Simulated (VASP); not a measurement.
Crystal: CdF2.

```
Cd F
1.0
     0.00000    2.69400    2.69400
     2.69400    0.00000    2.69400
     2.69400    2.69400    0.00000
Cd F
1 2
Cartesian
  0.0000 0.0000 0.0000
  4.0410 4.0410 4.0410
  1.3470 1.3470 1.3470
```

Base run:

```yaml
Program: VASP 6.6.1
Functional: PBEsol
Potentials_or_basis: VASP PAW PBE potentials, release 64 (Cd, F)
Cutoff: 520 eV
k_mesh: 9 × 9 × 9
Occupations: fermi-dirac, width 0.05 eV
Spin: no spin polarisation
```

Its results: band gap on the k mesh 2.93 eV, indirect (least direct gap 3.39 eV); pressure 0.5 GPa.

Q: After a change of settings the same cell gave: band gap on the k mesh 2.83 eV, indirect (least direct gap 3.28 eV); pressure -4.7 GPa. Which change was it?
A. functional from PBEsol to PBE; dispersion from none to D3(BJ)
B. functional from PBEsol to PBE; occupations from fermi-dirac, width 0.05 eV to gaussian, width 0.014 eV
C. functional from PBEsol to LDA; potentials or basis from VASP PAW PBE potentials, release 64 (Cd, F) to VASP PAW LDA potentials, release 64 (Cd, F)
D. dispersion from none to D3(BJ)

A: C.

Caveats: the PAW data sets were made with another functional, which shifts forces and pressure a little (some runs).
